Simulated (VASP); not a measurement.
Runs of VASP 6.6.1 on Ga. The structure is that of space group Cmce (No. 64), or close to it. The cells are those of the table. 

```csv
cell,k mesh,smearing,gap on the mesh (eV),pressure (GPa),largest force (eV/Å)
"a = 4.510, b = 4.510, c = 4.546 Å, angles 90.0, 90.0, 118.4°, 4 atoms",3 × 3 × 3,fermi-dirac 0.1 eV,-,0.5,0.15
"a = 4.386, b = 4.386, c = 4.422 Å, angles 90.0, 90.0, 118.4°, 4 atoms",11 × 11 × 9,fermi-dirac 0.1 eV,none,(a),0.02
"a = 4.510, b = 4.510, c = 4.546 Å, angles 90.0, 90.0, 118.4°, 4 atoms",2 × 2 × 2,fermi-dirac 0.1 eV,none,5.0,0.88
"a = 4.627, b = 4.627, c = 4.664 Å, angles 90.0, 90.0, 118.4°, 4 atoms",11 × 11 × 9,fermi-dirac 0.1 eV,none,-3.0,(b)
"a = 4.510, b = 4.510, c = 4.546 Å, angles 90.0, 90.0, 118.4°, 4 atoms",7 × 7 × 6,fermi-dirac 0.1 eV,none,0.1,0.01
"a = 4.510, b = 4.510, c = 4.546 Å, angles 90.0, 90.0, 118.4°, 4 atoms",8 × 8 × 7,gaussian 0.01 eV,none,(c),0.01
"a = 4.510, b = 4.510, c = 4.546 Å, angles 90.0, 90.0, 118.4°, 4 atoms",8 × 8 × 7,fermi-dirac 1 eV,none,5.1,0.06
"a = 4.510, b = 4.510, c = 4.546 Å, angles 90.0, 90.0, 118.4°, 4 atoms",5 × 5 × 4,fermi-dirac 0.1 eV,none,-0.1,0.09
```

Alike in all rows: task single point; level PBE; potentials or basis VASP PAW PBE potentials, release 64 (Ga_d); no spin polarisation; cutoff (eV) 520.

Q: Estimate the missing entries.

A: (a) 5.2; (b) 0.07; (c) 0.2.

Caveats: some runs use coarse meshes.

A k mesh can miss the band edges, and the runs leave out spin-orbit coupling on Ga.

A gap of «none» marks levels without a gap at the run's occupations.
